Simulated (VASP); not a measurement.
Na2HF, 4 atoms in the cell. The structure is hexagonal, space group P-6m2 (No. 187). Conventional cell: a = 3.293 Å, b = 3.293 Å, c = 5.781 Å, α = 90.00°, β = 90.00°, γ = 120.00°. Within 3.1 Å of Na (site symmetry 3m) lie 3 F at 2.38 Å and 3 H at 2.40 Å and 2 Na at 2.85 to 2.93 Å. H (site symmetry -6m2) has 6 Na at 2.40 Å within 3.2 Å. F (site symmetry -6m2) has 6 Na at 2.38 Å within 3.1 Å. 

| Property | Result |
| --- | --- |
| Program | VASP 6.6.1 |
| Task | density of states |
| Functional | LDA |
| Potentials or basis | VASP PAW LDA potentials, release 64 (Na_pv, H, F) |
| Cutoff | 520 eV |
| k mesh | 9 × 9 × 4 |
| Occupations | gaussian, width 0.02 eV |
| Spin | no spin polarisation |
| Dipole correction | no |
| k mesh for the DOS | 14 × 14 × 6 |
| Occupations for the DOS | tetrahedron |
| Further INCAR settings | ALGO = Normal; EDIFF = 1e-06; NBANDS = 19 |

Potentials or basis: VASP PAW LDA potentials, release 64 (Na_pv, H, F).

Launch:

```bash
$ cat potpaw_LDA.64/Na_pv/POTCAR potpaw_LDA.64/H/POTCAR potpaw_LDA.64/F/POTCAR > POTCAR
$ cp INCAR.step1 INCAR
$ cp KPOINTS.step1 KPOINTS
$ mpirun -np 1 vasp_std > vasp.out
$ cp INCAR.step2 INCAR
$ cp KPOINTS.step2 KPOINTS
$ mpirun -np 1 vasp_std > vasp.out
```

Hardware: 1 thread of Intel(R) Xeon(R) 6975P-C (Granite Rapids), with other jobs on the host.

**Question.** How long does it take, and how much memory?

**Answer.** Run time: 25 s on 1 thread of Intel(R) Xeon(R) 6975P-C (Granite Rapids) (shared host), peak memory 0.2 GiB. Counts: k points 96.
